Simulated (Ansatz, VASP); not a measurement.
One calculation of SnO2, two programs

```
Sn O
1.0
     4.73800    0.00000    0.00000
     0.00000    4.73800    0.00000
     0.00000    0.00000    3.18650
Sn O
2 4
Direct
  0.00000 0.00000 0.00000
  0.50000 0.50000 0.50000
  0.30569 0.30569 0.00000
  0.19431 0.80569 0.50000
  0.69431 0.69431 0.00000
  0.80569 0.19431 0.50000
```

Alike in both runs: functional r2SCAN; k mesh 6 × 6 × 10; occupations gaussian, width 0.05 eV; no spin polarisation.

Ansatz relaxed the structure, and its values are those at the end. VASP's run is a single point on that final structure, the one shown.

|  | VASP | Ansatz |
| --- | --- | --- |
| version | VASP 6.6.1 | Ansatz 0.2.0 |
| potentials or method | VASP PAW PBE potentials, release 64 (Sn_d, O), cutoff 520 eV | scalar-relativistic, plane waves, PAW |
| valence electrons in the cell | 52 | 52 |

```csv
,VASP,Ansatz,Ansatz less VASP
gap on the k mesh at the Fermi level (eV),1.96,1.93,-0.028
least direct gap on the mesh (eV),1.96,1.93,-0.028
pressure (GPa),4.2,3.0,-1.16
rms of the force components (eV/Å),0.019,0.006,-0.0131
```

VASP's potentials were made for PBE, not for r2SCAN. The functional is the same, so the differences come from potentials, cutoffs and numerics. Ansatz's warnings: stress scf threshold loose.
